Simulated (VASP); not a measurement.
# CdS (Hawleyite) in VASP: further runs

CdS (Hawleyite) is run at these levels: LDA; tasks: single point.

Program: VASP 6.6.1. These are calculated values, not measurements. Logs are shortened: lines on timing, memory, paths and dates and some standing lists are left out, and cuts for length are marked.

## (1) The cell of the first run

The structure is cubic, space group F-43m (No. 216). The conventional cell has a = 5.833 Å, b = 5.833 Å, c = 5.833 Å, α = 90.00°, β = 90.00°, γ = 90.00°. Within 3.3 Å of Cd (site symmetry -43m) lie 4 S at 2.53 Å. S (site symmetry -43m) has 4 Cd at 2.53 Å within 3.3 Å.

## (2) Single point, LDA

INCAR

```
PREC     = Accurate       # precision mode
ENCUT    = 500            # plane-wave cutoff, eV
EDIFF    = 1E-6           # SCF threshold, eV
ISMEAR   = -1             # smearing method
SIGMA    = 0.05           # smearing width, eV
LREAL    = F              # projectors in reciprocal space
LASPH    = T              # aspherical terms in the spheres
NELM     = 120            # most SCF steps
ALGO     = Normal         # electronic algorithm
ISIF     = 2              # what is computed and relaxed
LWAVE    = F              # write WAVECAR
LCHARG   = F              # write CHGCAR
NBANDS   = 16             # bands
GGA_COMPAT= F
```

KPOINTS

```
regular mesh
0
Gamma
  6 6 6
```

POSCAR

```
CdS
1.0
    0.0000000000      2.9165000000      2.9165000000
    2.9165000000      0.0000000000      2.9165000000
    2.9165000000      2.9165000000      0.0000000000
Cd S
1 1
Direct
    0.0000000000      0.0000000000      0.0000000000
    0.2500000000      0.2500000000      0.2500000000
```

Potentials or basis: VASP PAW LDA potentials, release 64 (Cd, S).

Run with:

```
$ cat potpaw_LDA.64/Cd/POTCAR potpaw_LDA.64/S/POTCAR > POTCAR
$ mpirun -np 1 vasp_std > vasp.out
```

OUTCAR:

```text
PREC = Accurate
   ENCUT = 500
   EDIFF = 1E-6
   ISMEAR = -1
   LREAL = F
   LASPH = T
   NELM = 120
   ISIF = 2

 ion  position               nearest neighbor table
   1  0.000  0.000  0.000-   2 2.53   2 2.53   2 2.53   2 2.53
   2  0.250  0.250  0.250-   1 2.53   1 2.53   1 2.53   1 2.53

  LATTYP: Found a face centered cubic cell.
 ALAT       =     5.8330000000

  Lattice vectors:

 A1 = (   0.0000000000,   2.9165000000,   2.9165000000)
 A2 = (   2.9165000000,   0.0000000000,   2.9165000000)
 A3 = (   2.9165000000,   2.9165000000,   0.0000000000)

Analysis of symmetry for initial positions (statically):
=====================================================================
 Subroutine PRICEL returns:
 Original cell was already a primitive cell.

 Routine SETGRP: Setting up the symmetry group for a
 face centered cubic supercell.

 Subroutine GETGRP returns: Found 24 space group operations
 (whereof 24 operations were pure point group operations)
 out of a pool of 48 trial point group operations.

The static configuration has the point symmetry T_d .

Analysis of symmetry for dynamics (positions and initial velocities):
=====================================================================
 Subroutine PRICEL returns:
 Original cell was already a primitive cell.

 Routine SETGRP: Setting up the symmetry group for a
 face centered cubic supercell.

 Subroutine GETGRP returns: Found 24 space group operations
 (whereof 24 operations were pure point group operations)
 out of a pool of 48 trial point group operations.

The dynamic configuration has the point symmetry T_d .

 Subroutine INISYM returns: Found 24 space group operations
 (whereof 24 operations are pure point group operations),
 and found     1 'primitive' translations

----------------------------------------------------------------------------------------

                                     Primitive cell

  volume of cell :      49.6153

  direct lattice vectors                    reciprocal lattice vectors
     0.000000000  2.916500000  2.916500000    -0.171438368  0.171438368  0.171438368
     2.916500000  0.000000000  2.916500000     0.171438368 -0.171438368  0.171438368
     2.916500000  2.916500000  0.000000000     0.171438368  0.171438368 -0.171438368

  length of vectors
     4.124553855  4.124553855  4.124553855     0.296939964  0.296939964  0.296939964

  position of ions in fractional coordinates (direct lattice)
     0.000000000  0.000000000  0.000000000
[... 68 lines left out ...]
   NELM   =    120;   NELMIN=  2; NELMDL= -5     # of ELM steps
   EDIFF  = 0.1E-05   stopping-criterion for ELM
   LREAL  =      F    real-space projection
   EDIFFG = 0.1E-04   stopping-criterion for IOM
   NSW    =      0    number of steps for IOM
   IBRION =     -1    ionic relax: 0-MD 1-quasi-New 2-CG
   NFREE  =      0    steps in history (QN), initial steepest desc. (CG)
   ISIF   =      2    stress and relaxation
   ISYM   =      2    0-nonsym 1-usesym 2-fastsym
   POTIM  = 0.5000    time-step for ionic-motion
   TEBEG  =    0.0;   TEEND  =   0.0 temperature during run
   PSTRESS=    0.0 pullay stress
   NELECT =      18.0000    total number of electrons
   NUPDOWN=      -1.0000    fix difference up-down
   EMIN   =  10.00;   EMAX   =-10.00  energy-range for DOS
   EFERMI =   0.00;   METHOD = LEGACY
   ISMEAR =    -1;   SIGMA  =   0.05  broadening in eV -4-tet -1-fermi 0-gaus
   EFERMI_NEDOS =   21; number of points for ismear=-14 and -15
   IALGO  =     38    algorithm
   IMIX   =      4    mixing-type and parameters
     AMIX     =   0.40;   BMIX     =  1.00
     AMIX_MAG =   1.60;   BMIX_MAG =  1.00
  volume/ion in A,a.u.               =      24.81       167.41
  Fermi-wavevector in a.u.,A,eV,Ry     =   1.167599  2.206442 18.548649  1.363287
  Thomas-Fermi vector in A             =   2.304097
   LORBIT       =      0    0 simple, 1 ext, 2 COOP (PROOUT), +10 PAW based schemes
   GGA     = CA    functional components
   LHFCALC =     F    Hartree Fock is set to
   AEXX    =    0.0000 exact exchange contribution
   IVDW    =     0    specifies the selected vdW correction
   LEPSILON=     F    determine dielectric tensor
   LRPA    =     F    only Hartree local field effects (RPA)
 non-spin polarized calculation
  energy-cutoff  :      500.00
  volume of cell :       49.62
 maximum number of plane-waves:      1278
   NGX = 15   NGY = 15   NGZ = 15

 number of electron      18.0000003 magnetization

 Free energy of the ion-electron system (eV)
  ---------------------------------------------------
  ext. energy  EPLUGINS =         0.00000000
  ---------------------------------------------------
  free energy    TOTEN  =        -7.39488112 eV

  energy without entropy =       -7.39487884  energy(sigma->0) =       -7.39487998

 E-fermi :   1.6044     XC(G=0):  -9.5855

 val. band max:        1.1298485284   @ k =   0.0000   0.0000   0.0000
 cond. band min:       2.0200736104   @ k =   0.0000   0.0000   0.0000
 fundamental gap:      0.8902250819
 Fermi energy:         1.6044189210

 k-point     1 :       0.0000    0.0000    0.0000
  band No.  band energies     occupation
      1     -11.2262      2.00000
      2      -6.6504      2.00000
      3      -6.6504      2.00000
      4      -6.6504      2.00000
      5      -6.1659      2.00000
      6      -6.1659      2.00000
[... 281 lines left out ...]
      3      -6.3773      2.00000
      4      -6.2467      2.00000
      5      -6.1236      2.00000
      6      -5.5670      2.00000
[... 8 lines left out ...]
     15      14.2556      0.00000
     16      14.2839      0.00000

------------------------ aborting loop because EDIFF is reached ----------------------------------------

  FORCE on cell =-STRESS in cart. coord.  units (eV):
  Direction    XX          YY          ZZ          XY          YZ          ZX
  --------------------------------------------------------------------------------------
  -------------------------------------------------------------------------------------
  Total       -0.6168326     -0.6168326     -0.6168326      0.0000000      0.0000000      0.0000000
  in kB      -19.9187453    -19.9187453    -19.9187453      0.0000000      0.0000000      0.0000000
  external PRESSURE =     -19.9187453 kB  Pullay stress =       0.0000000 kB

 VOLUME and BASIS-vectors are now :
 -----------------------------------------------------------------------------
  energy-cutoff  :      500.00
  volume of cell :       49.62
      direct lattice vectors                 reciprocal lattice vectors
     0.000000000  2.916500000  2.916500000    -0.171438368  0.171438368  0.171438368
     2.916500000  0.000000000  2.916500000     0.171438368 -0.171438368  0.171438368
     2.916500000  2.916500000  0.000000000     0.171438368  0.171438368 -0.171438368

 POSITION                                       TOTAL-FORCE (eV/Angst)
 -----------------------------------------------------------------------------------
      0.00000      0.00000      0.00000         0.000000      0.000000      0.000000
      1.45825      1.45825      1.45825        -0.000000     -0.000000     -0.000000
 -----------------------------------------------------------------------------------
    total drift:                                0.000000      0.000000      0.000000

  FREE ENERGIE OF THE ION-ELECTRON SYSTEM (eV)
  ---------------------------------------------------
  free  energy   TOTEN  =        -7.3948811244 eV

  energy  without entropy=       -7.3948788379  energy(sigma->0) =       -7.39487998
```

stdout:

```text
POSCAR found type information on POSCAR CdS
 POSCAR found :  2 types and       2 ions
 scaLAPACK will be used
 LDA part: xc-table for (Slater(with rela. corr.)+CA(PZ))
 , standard interpolation
 POSCAR, INCAR and KPOINTS ok, starting setup
 FFT: planning ... GRIDC
 FFT: planning ... GRID_SOFT
 FFT: planning ... GRID
 WAVECAR not read
 entering main loop
```

It took 11 s on 1 thread of Intel Xeon Platinum 8259CL at 2.50GHz (Skylake/Cascade Lake), shared host; peak memory 0.14 GiB.

What came out:

- Free energy: -7.3949 eV
- Pressure: -2.0 GPa
- Band gap on the k mesh: 0.89 eV, direct

## (3) Single point, LDA

INCAR

```
PREC = Accurate
ENCUT = 500
EDIFF = 1E-6
ISMEAR = -1
SIGMA = 0.05
LREAL = F
LASPH = T
NELM = 120
ALGO = Normal
ISIF = 2
LWAVE = F
LCHARG = F
NBANDS = 16
GGA_COMPAT = F
```

KPOINTS is that of step 2.

POSCAR

```
CdS
1.0
   -0.0291650000      2.9019175000      2.9019175000
    2.9019175000     -0.0291650000      2.9019175000
    2.9019175000      2.9019175000     -0.0291650000
Cd S
1 1
Direct
    0.0000000000      0.0000000000      0.0000000000
    0.2500000000      0.2500000000      0.2500000000
```

Potentials or basis: VASP PAW LDA potentials, release 64 (Cd, S).

Run with:

```
$ cat potpaw_LDA.64/Cd/POTCAR potpaw_LDA.64/S/POTCAR > POTCAR
$ mpirun -np 1 vasp_std > vasp.out
```

It took 23 s on 1 thread of Intel Xeon Platinum 8259CL at 2.50GHz (Skylake/Cascade Lake), shared host; peak memory 0.15 GiB.

It converged, with:

* Free energy: -7.3924 eV
* Pressure: -2.0 GPa
* Largest force: 0.111 eV/Å
* Band gap on the k mesh: 0.86 eV, direct

Forces on the atoms (eV/Å):
```
Cd  -0.064 -0.064 -0.064
S    0.064  0.064  0.064
```

Stress tensor (GPa, compression positive):
```
-1.96  0.54  0.54
 0.54 -1.96  0.54
 0.54  0.54 -1.96
```

Levels at points of the mesh, in eV from the valence-band top:
| k point | band 5 | band 6 | band 7 | band 8 | band 9 | band 10 | band 11 | band 12 | band 13 | band 14 |
| --- | --- | --- | --- | --- | --- | --- | --- | --- | --- | --- |
| (0.00, 0.00, 0.00) | -7.32 | -7.32 | -0.04 | -0.04 | 0.00 | 0.86 | 6.27 | 6.27 | 6.47 | 11.05 |
| (0.50, 0.00, 0.00) | -7.29 | -6.94 | -4.55 | -0.79 | -0.77 | 2.78 | 6.78 | 6.89 | 7.18 | 10.75 |
| (0.50, 0.50, 0.00) | -7.24 | -6.87 | -4.08 | -1.99 | -1.91 | 3.27 | 4.14 | 8.92 | 10.48 | 10.55 |
| (0.50, 0.50, 0.50) | -7.29 | -6.92 | -4.55 | -0.85 | -0.85 | 2.69 | 6.75 | 6.75 | 7.27 | 10.67 |

As with any semilocal functional, this LDA gap is likely too small.

## (4) Single point, LDA

INCAR

```
PREC     = Accurate       # precision mode
ENCUT    = 500            # plane-wave cutoff, eV
EDIFF    = 1E-6           # SCF threshold, eV
ISMEAR   = -1             # smearing method
SIGMA    = 0.05           # smearing width, eV
LREAL    = False          # projectors in reciprocal space
LASPH    = True           # aspherical terms in the spheres
NELM     = 120            # most SCF steps
ALGO     = Normal         # electronic algorithm
ISIF     = 2              # what is computed and relaxed
LWAVE    = False          # write WAVECAR
LCHARG   = False          # write CHGCAR
GGA      = CA             # functional
NBANDS   = 16             # bands
GGA_COMPAT= False
```

KPOINTS is that of step 3.

POSCAR

```
CdS
1.0
   -0.0145825000      2.9092087500      2.9092087500
    2.9092087500     -0.0145825000      2.9092087500
    2.9092087500      2.9092087500     -0.0145825000
Cd S
1 1
Direct
    0.0000000000      0.0000000000      0.0000000000
    0.2500000000      0.2500000000      0.2500000000
```

Run with:

```
$ cat potpaw_LDA.64/Cd/POTCAR potpaw_LDA.64/S/POTCAR > POTCAR
$ mpirun -np 1 vasp_std > vasp.out
```

Wall time 24 s (1 thread of Intel Xeon Platinum 8259CL at 2.50GHz (Skylake/Cascade Lake), shared host); peak memory 0.15 GiB.

The run converged. Its results:

```
Free energy            : -7.3943 eV
Pressure               : -2.0 GPa
Largest force          : 0.054 eV/Å
Band gap on the k mesh : 0.88 eV, direct
```

Forces in eV/Å, atoms in the order of the input:
```
Cd  -0.031 -0.031 -0.031
S    0.031  0.031  0.031
```

Stress tensor (GPa, compression positive):
```
-1.99  0.27  0.27
 0.27 -1.99  0.27
 0.27  0.27 -1.99
```

Levels at points of the mesh, in eV from the valence-band top:
```
           k point  band 5  band 6  band 7  band 8  band 9  band 10  band 11  band 12  band 13  band 14
(0.00, 0.00, 0.00)   -7.31   -7.31   -0.02   -0.02    0.00     0.88     6.31     6.31     6.41    11.06
(0.50, 0.00, 0.00)   -7.27   -6.93   -4.53   -0.78   -0.77     2.78     6.81     6.87     7.20    10.75
(0.50, 0.50, 0.00)   -7.22   -6.86   -4.07   -1.96   -1.92     3.29     4.15     8.94    10.51    10.55
(0.50, 0.50, 0.50)   -7.27   -6.92   -4.54   -0.81   -0.81     2.74     6.79     6.79     7.25    10.71
```

[end of part 1 of 2]
